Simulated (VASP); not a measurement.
The system is Ge.

```
CELL_PARAMETERS angstrom
0.00000 2.83687 2.83687
2.83687 0.00000 2.83687
2.83687 2.83687 0.00000
ATOMIC_POSITIONS crystal
Ge 0.00000 0.00000 0.00000
Ge 0.25000 0.25000 0.25000
```

Base run:

```yaml
Program: VASP 6.6.1
Functional: r2SCAN
Potentials_or_basis: VASP PAW PBE potentials, release 64 (Ge_d)
Cutoff: 520 eV
k_mesh: 6 × 6 × 6
Occupations: fermi-dirac, width 0.02 eV
Spin: no spin polarisation
```

Its results: band gap on the k mesh 0.32 eV, direct; pressure 0.0 GPa.

**Question.** The run is repeated on the same cell with these changes: functional from r2SCAN to PBE-based screened hybrid; k mesh from 6 × 6 × 6 to 4 × 4 × 4. What comes out?

**Answer.** Band gap on the k mesh 1.93 eV, indirect (least direct gap 2.46 eV); pressure -2.9 GPa.

Several settings changed at once, so the effect can't be laid on one alone.

Caveats: some runs use coarse meshes; the PAW data sets were made with another functional, which shifts forces and pressure a little.

A k mesh can miss the band edges.
